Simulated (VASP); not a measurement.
**AlAs2: single point with PBE**

The system is AlAs2.

```
Al As
1.0
    -1.68278    1.68278    5.47531
     1.68278   -1.68278    5.47531
     1.68278    1.68278   -5.47531
Al As
1 2
Cartesian
  0.0000 0.0000 0.0000
  0.0000 0.0000 3.7232
  0.0000 0.0000 7.2274
```

* Program: VASP 6.6.1
* Task: single point
* Functional: PBE
* Potentials or basis: VASP PAW PBE potentials, release 64 (Al, As)
* Cutoff: 520 eV
* k mesh: 8 × 8 × 8
* Occupations: gaussian, width 0.1 eV
* Spin: no spin polarisation
* Dipole correction: no
* Further INCAR settings: ALGO = Normal; EDIFF = 1e-06; NBANDS = 14

```yaml
Pressure: -7.6 GPa
Largest_force: 0.316 eV/Å
Band_gap_on_the_k_mesh: zero (an odd number of electrons rules out a gap without spin polarisation)
```

Forces in eV/Å, atoms in the order of the input:
```
Al   0.000  0.000  0.000
As   0.000  0.000  0.316
As   0.000  0.000 -0.316
```

Stress tensor (GPa, compression positive):
```
-7.85  0.00  0.00
 0.00 -7.85  0.00
 0.00  0.00 -7.20
```

Levels at points of the mesh, in eV from the Fermi level:
```tsv
k point	band 4	band 5	band 6	band 7	band 8	band 9
(0.00, 0.00, 0.00)	0.02	0.02	0.32	1.12	1.12	1.57
(0.50, 0.00, 0.00)	-5.23	-1.75	-1.17	1.55	2.09	3.18
(0.50, 0.50, 0.00)	-4.15	-3.37	-2.74	-1.20	-0.99	-0.44
(0.50, 0.50, 0.50)	-2.12	-0.58	-0.58	2.54	2.54	3.62
```

Wall time 70 s on 1 thread of AMD EPYC 9R45 96-Core Processor (Zen 5), on a shared host, peak memory 0.3 GiB.

Caveat: the cell stands under tension.
